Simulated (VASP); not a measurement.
# WSe2 (P6_3/mmc) in VASP: single point with LDA

Aim: the single point of WSe2 with LDA.

Program: VASP 6.6.1. These are calculated values, not measurements. Logs are shortened: lines on timing, memory, paths and dates and some standing lists are left out, and cuts for length are marked.

**What was measured.**

“Time-resolved XUV ARPES with tunable 24–33 eV laser pulses at 30 meV resolution”, 2019, pmc:6684652 reports, for a bulk crystal of WSe2: band gap 1.3 eV (indirect).

The results are compared with them further down.

### 1 The cell of the first run

The structure is hexagonal, space group P6_3/mmc (No. 194). Conventional cell: a = 3.282 Å, b = 3.282 Å, c = 12.960 Å, α = 90.00°, β = 90.00°, γ = 120.00°. Within 3.3 Å of W (site symmetry -6m2) lie 6 Se at 2.53 Å and 6 W at 3.28 Å. Within 3.3 Å of Se (site symmetry 3m) lie 3 W at 2.53 Å and 6 Se at 3.28 Å.

### 2 Single point, LDA

INCAR reads:

```
PREC     = Accurate       # precision mode
ENCUT    = 520            # plane-wave cutoff, eV
EDIFF    = 1E-7           # SCF threshold, eV
ISMEAR   = 0              # smearing method
SIGMA    = 0.01           # smearing width, eV
LREAL    = F              # projectors in reciprocal space
LASPH    = T              # aspherical terms in the spheres
NELM     = 100            # most SCF steps
ALGO     = Normal         # electronic algorithm
ISIF     = 2              # what is computed and relaxed
LWAVE    = F              # write WAVECAR
LCHARG   = F              # write CHGCAR
NBANDS   = 35             # bands
```

KPOINTS reads:

```
regular mesh
0
Gamma
  9 9 2
```

POSCAR reads:

```
WSe2
1.0
    3.2820020026      0.0000000000      0.0000000000
   -1.6410010013      2.8422971095      0.0000000000
    0.0000000000      0.0000000000     12.9600000000
W Se
2 4
Direct
    0.3333333333      0.6666666667      0.2500000000
    0.6666666667      0.3333333333      0.7500000000
    0.3333333333      0.6666666667      0.6211000000
    0.6666666667      0.3333333333      0.1211000000
    0.3333333333      0.6666666667      0.8789000000
    0.6666666667      0.3333333333      0.3789000000
```

Potentials or basis: VASP PAW LDA potentials, release 64 (W_sv, Se).

Run with:

```bash
$ cat potpaw_LDA.64/W_sv/POTCAR potpaw_LDA.64/Se/POTCAR > POTCAR
$ mpirun -np 1 vasp_std > vasp.out
```

OUTCAR:

```text
PREC = Accurate
   ENCUT = 520
   EDIFF = 1E-7
   ISMEAR = 0
   LREAL = F
   LASPH = T
   NELM = 100
   ISIF = 2

 ion  position               nearest neighbor table
   1  0.333  0.667  0.250-   4 2.53   6 2.53   4 2.53   6 2.53   4 2.53   6 2.53
   2  0.667  0.333  0.750-   3 2.53   5 2.53   3 2.53   5 2.53   3 2.53   5 2.53
   3  0.333  0.667  0.621-   2 2.53   2 2.53   2 2.53
   4  0.667  0.333  0.121-   1 2.53   1 2.53   1 2.53
   5  0.333  0.667  0.879-   2 2.53   2 2.53   2 2.53
   6  0.667  0.333  0.379-   1 2.53   1 2.53   1 2.53

  LATTYP: Found a hexagonal cell.
 ALAT       =     3.2820020026
 C/A-ratio  =     3.9488092907

  Lattice vectors:

 A1 = (   3.2820020026,   0.0000000000,   0.0000000000)
 A2 = (  -1.6410010013,   2.8422971095,   0.0000000000)
 A3 = (   0.0000000000,   0.0000000000,  12.9600000000)

Analysis of symmetry for initial positions (statically):
=====================================================================
 Subroutine PRICEL returns:
 Original cell was already a primitive cell.

 Routine SETGRP: Setting up the symmetry group for a
 hexagonal supercell.

 Subroutine GETGRP returns: Found 24 space group operations
 (whereof 12 operations were pure point group operations)
 out of a pool of 24 trial point group operations.

The static configuration has the point symmetry D_3d.
 The point group associated with its full space group is D_6h.

Analysis of symmetry for dynamics (positions and initial velocities):
=====================================================================
 Subroutine PRICEL returns:
 Original cell was already a primitive cell.

 Routine SETGRP: Setting up the symmetry group for a
 hexagonal supercell.

 Subroutine GETGRP returns: Found 24 space group operations
 (whereof 12 operations were pure point group operations)
 out of a pool of 24 trial point group operations.

The dynamic configuration has the point symmetry D_3d.
 The point group associated with its full space group is D_6h.

 Subroutine INISYM returns: Found 24 space group operations
 (whereof 12 operations are pure point group operations),
 and found     1 'primitive' translations

[... 96 lines left out ...]
   LNONCOLLINEAR =      F non collinear calculations
   LSORBIT =      F    spin-orbit coupling
   LASPH  =      T    aspherical Exc in radial PAW
   ENCUT  =  520.0 eV  38.22 Ry    6.18 a.u.   6.10  6.10 24.10*2*pi/ulx,y,z
   NELM   =    100;   NELMIN=  2; NELMDL= -5     # of ELM steps
   EDIFF  = 0.1E-06   stopping-criterion for ELM
   LREAL  =      F    real-space projection
   EDIFFG = 0.1E-05   stopping-criterion for IOM
   NSW    =      0    number of steps for IOM
   IBRION =     -1    ionic relax: 0-MD 1-quasi-New 2-CG
   NFREE  =      0    steps in history (QN), initial steepest desc. (CG)
   ISIF   =      2    stress and relaxation
   ISYM   =      2    0-nonsym 1-usesym 2-fastsym
   POTIM  = 0.5000    time-step for ionic-motion
   TEBEG  =    0.0;   TEEND  =   0.0 temperature during run
   PSTRESS=    0.0 pullay stress
   NELECT =      52.0000    total number of electrons
   NUPDOWN=      -1.0000    fix difference up-down
   EMIN   =  10.00;   EMAX   =-10.00  energy-range for DOS
   EFERMI =   0.00;   METHOD = LEGACY
   ISMEAR =     0;   SIGMA  =   0.01  broadening in eV -4-tet -1-fermi 0-gaus
   EFERMI_NEDOS =   21; number of points for ismear=-14 and -15
   IALGO  =     38    algorithm
   IMIX   =      4    mixing-type and parameters
     AMIX     =   0.40;   BMIX     =  1.00
     AMIX_MAG =   1.60;   BMIX_MAG =  1.00
  volume/ion in A,a.u.               =      20.15       135.97
  Fermi-wavevector in a.u.,A,eV,Ry     =   1.235771  2.335270 20.777881  1.527131
  Thomas-Fermi vector in A             =   2.370407
   LORBIT       =      0    0 simple, 1 ext, 2 COOP (PROOUT), +10 PAW based schemes
   GGA     = CA    functional components
   LHFCALC =     F    Hartree Fock is set to
   AEXX    =    0.0000 exact exchange contribution
   IVDW    =     0    specifies the selected vdW correction
   LEPSILON=     F    determine dielectric tensor
   LRPA    =     F    only Hartree local field effects (RPA)
 non-spin polarized calculation
 Gauss-broadening in eV      SIGMA  =   0.01
  energy-cutoff  :      520.00
  volume of cell :      120.90
 maximum number of plane-waves:      3312
   NGX = 13   NGY = 13   NGZ = 49

 number of electron      51.9999993 magnetization

 Free energy of the ion-electron system (eV)
  ---------------------------------------------------
  ext. energy  EPLUGINS =         0.00000000
  ---------------------------------------------------
  free energy    TOTEN  =       -48.47415259 eV

  energy without entropy =      -48.47415259  energy(sigma->0) =      -48.47415259

 E-fermi :   6.4913     XC(G=0): -11.0363

 val. band max:        6.3065088503   @ k =   0.0000   0.0000   0.0000
 cond. band min:       7.3171853930   @ k =   0.2222   0.1111   0.0000
 fundamental gap:      1.0106765427
 Fermi energy:         6.4913288476

 k-point     1 :       0.0000    0.0000    0.0000
  band No.  band energies     occupation
      1     -67.5675      2.00000
      2     -67.5675      2.00000
      3     -32.0849      2.00000
      4     -32.0849      2.00000
      5     -31.9398      2.00000
      6     -31.9398      2.00000
[... 901 lines left out ...]
     34      10.6404      0.00000
     35      12.4667      0.00000

------------------------ aborting loop because EDIFF is reached ----------------------------------------

  FORCE on cell =-STRESS in cart. coord.  units (eV):
  Direction    XX          YY          ZZ          XY          YZ          ZX
  --------------------------------------------------------------------------------------
  -------------------------------------------------------------------------------------
  Total       -1.9883671     -1.9883671     -1.5242317      0.0000000      0.0000000      0.0000000
  in kB      -26.3508013    -26.3508013    -20.1998550      0.0000000      0.0000000      0.0000000
  external PRESSURE =     -24.3004858 kB  Pullay stress =       0.0000000 kB

 VOLUME and BASIS-vectors are now :
 -----------------------------------------------------------------------------
  energy-cutoff  :      520.00
  volume of cell :      120.90
      direct lattice vectors                 reciprocal lattice vectors
     3.282002003  0.000000000  0.000000000     0.304692075  0.175914051  0.000000000
    -1.641001001  2.842297110  0.000000000     0.000000000  0.351828103  0.000000000
     0.000000000  0.000000000 12.960000000     0.000000000  0.000000000  0.077160494

 POSITION                                       TOTAL-FORCE (eV/Angst)
 -----------------------------------------------------------------------------------
     -0.00000      1.89486      3.24000         0.000000      0.000000      0.000000
      1.64100      0.94743      9.72000        -0.000000     -0.000000      0.000000
     -0.00000      1.89486      8.04946        -0.000000     -0.000000      0.164893
      1.64100      0.94743      1.56946         0.000000      0.000000      0.164893
     -0.00000      1.89486     11.39054        -0.000000     -0.000000     -0.164893
      1.64100      0.94743      4.91054         0.000000     -0.000000     -0.164893
 -----------------------------------------------------------------------------------
    total drift:                                0.000000     -0.000000      0.000000

  FREE ENERGIE OF THE ION-ELECTRON SYSTEM (eV)
  ---------------------------------------------------
  free  energy   TOTEN  =       -48.4741525871 eV

  energy  without entropy=      -48.4741525871  energy(sigma->0) =      -48.47415259
```

OSZICAR:

```text
N       E                     dE             d eps       ncg     rms          rms(c)
DAV:   1     0.496632584458E+03    0.49663E+03   -0.27701E+04  1856   0.145E+03
DAV:   2    -0.194278800990E+02   -0.51606E+03   -0.49980E+03  1965   0.389E+02
DAV:   3    -0.498465900833E+02   -0.30419E+02   -0.29950E+02  2066   0.901E+01
DAV:   4    -0.504795944699E+02   -0.63300E+00   -0.62997E+00  2038   0.132E+01
DAV:   5    -0.504874877433E+02   -0.78933E-02   -0.78875E-02  2030   0.161E+00    0.305E+01
DAV:   6    -0.489045540926E+02    0.15829E+01   -0.57521E+00  1857   0.157E+01    0.108E+01
DAV:   7    -0.486774093292E+02    0.22714E+00   -0.29058E+00  1774   0.825E+00    0.575E+00
DAV:   8    -0.484754727218E+02    0.20194E+00   -0.40025E-01  1831   0.429E+00    0.133E+00
DAV:   9    -0.484761997933E+02   -0.72707E-03   -0.63199E-02  1992   0.115E+00    0.838E-01
DAV:  10    -0.484742552433E+02    0.19445E-02   -0.12526E-02  1835   0.756E-01    0.165E-01
DAV:  11    -0.484742155358E+02    0.39707E-04   -0.15019E-03  1857   0.247E-01    0.173E-01
DAV:  12    -0.484741691634E+02    0.46372E-04   -0.53680E-05  1922   0.466E-02    0.112E-01
DAV:  13    -0.484741525034E+02    0.16660E-04   -0.79159E-05  1839   0.541E-02    0.570E-03
DAV:  14    -0.484741527845E+02   -0.28107E-06   -0.37750E-06  2058   0.105E-02    0.830E-03
DAV:  15    -0.484741526757E+02    0.10878E-06   -0.18018E-07  1248   0.248E-03    0.824E-03
DAV:  16    -0.484741525871E+02    0.88632E-07   -0.18093E-07  1205   0.223E-03
   1 F= -.48474153E+02 E0= -.48474153E+02  d E =-.156217-152
```

Run time: 74 s. Hardware: 1 thread of AMD EPYC 7R43 (Zen 3), shared host; peak memory 0.2 GiB.

Results:

```yaml
Free_energy: -48.4742 eV
Pressure: -2.4 GPa
Largest_force: 0.165 eV/Å
Band_gap_on_the_k_mesh: 1.01 eV, indirect (least direct gap 1.53 eV)
```

Forces in eV/Å, atoms in the order of the input:
```
W    0.000  0.000  0.000
W    0.000  0.000  0.000
Se   0.000  0.000  0.165
Se   0.000  0.000  0.165
Se   0.000  0.000 -0.165
Se   0.000  0.000 -0.165
```

Levels at points of the mesh, in eV from the valence-band top:
```tsv
k point	band 24	band 25	band 26	band 27	band 28	band 29
(0.00, 0.00, 0.00)	-1.16	-1.03	0.00	2.64	2.64	2.70
(0.00, 0.00, 0.50)	-1.54	-0.22	-0.22	2.65	2.65	2.65
```

Caveat: spin-orbit coupling is left out, which moves the levels of the heavy elements.

### 3 Against experiment

Step 2. A measured gap of WSe2 is 1.3 eV (indirect; “Time-resolved XUV ARPES with tunable 24–33 eV laser pulses at 30 meV resolution”, 2019, pmc:6684652); the calculated 1.01 eV misses it by -0.29 eV. Spin-orbit coupling on Se, W is left out. The value is that of LDA on a finite k mesh, which can miss the band edges, without temperature or zero-point motion. Semilocal functionals fall short of measured gaps as a rule.
